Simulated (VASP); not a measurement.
The system is Ho2O.

```xyz
6
Lattice="5.5456 0.0000 0.0000 0.0000 5.5456 0.0000 0.0000 0.0000 4.4361" Properties=species:S:1:pos:R:3 pbc="T T T"
Ho    4.5230    1.0226    0.0000
Ho    1.0226    4.5230    0.0000
Ho    1.7502    1.7502    2.2181
Ho    3.7954    3.7954    2.2181
O     0.0000    0.0000    2.2181
O     2.7728    2.7728    0.0000
```

The cell was generated, and may not be a known phase.

| Quantity | Value |
| --- | --- |
| Program | VASP 6.6.1 |
| Task | relaxation of cell and atoms |
| Functional | PBE |
| Potentials or basis | VASP PAW PBE potentials, release 64 (Ho_3, O), 4f in core |
| Cutoff | 600 eV |
| k mesh | 3 × 3 × 4 |
| Occupations | gaussian, width 0.2 eV |
| Spin | no spin polarisation |

At the start: pressure -8.4 GPa; volume 22.74 Å³/atom.

**Question.** Where does the relaxation end?

**Answer.** Over 6 steps the energy falls by 587.2 meV/atom and the volume is 19.54 Å³/atom (-14.1 %); space group P4_2/mnm (No. 136, to 0.1 Å) before and after.

Step by step:
```tsv
step	energy change (eV)	largest force (eV/Å)	pressure (GPa)	volume (Å³)
1	0.0000	2.4627	-8.42	136.43
2	-3.1497	0.6963	3.89	112.93
3	-3.2105	0.5492	6.62	110.15
4	-3.5010	0.0436	-2.08	120.12
5	-3.5175	0.1292	-0.66	118.12
6	-3.5230	0.0755	-0.02	117.24
```

Final structure:
```xyz
6
Lattice="5.7696 0.0000 0.0000 0.0000 5.7696 0.0000 0.0000 0.0000 3.5219" Properties=species:S:1:pos:R:3 pbc="T T T"
Ho    4.5766    1.1930    0.0000
Ho    1.1930    4.5766    0.0000
Ho    1.6918    1.6918    1.7609
Ho    4.0778    4.0778    1.7609
O     0.0000    0.0000    1.7609
O     2.8848    2.8848    0.0000
```

Caveat: the k points lie up to 0.45 Å⁻¹ apart in the final cell; a cell axis changed by over 15 % at a fixed basis, so the end point is rough; the run has no spin polarisation, though such a crystal can be magnetic; the relaxation stopped at a loose force limit of 0.08 eV/Å, so its end isn't a converged minimum.
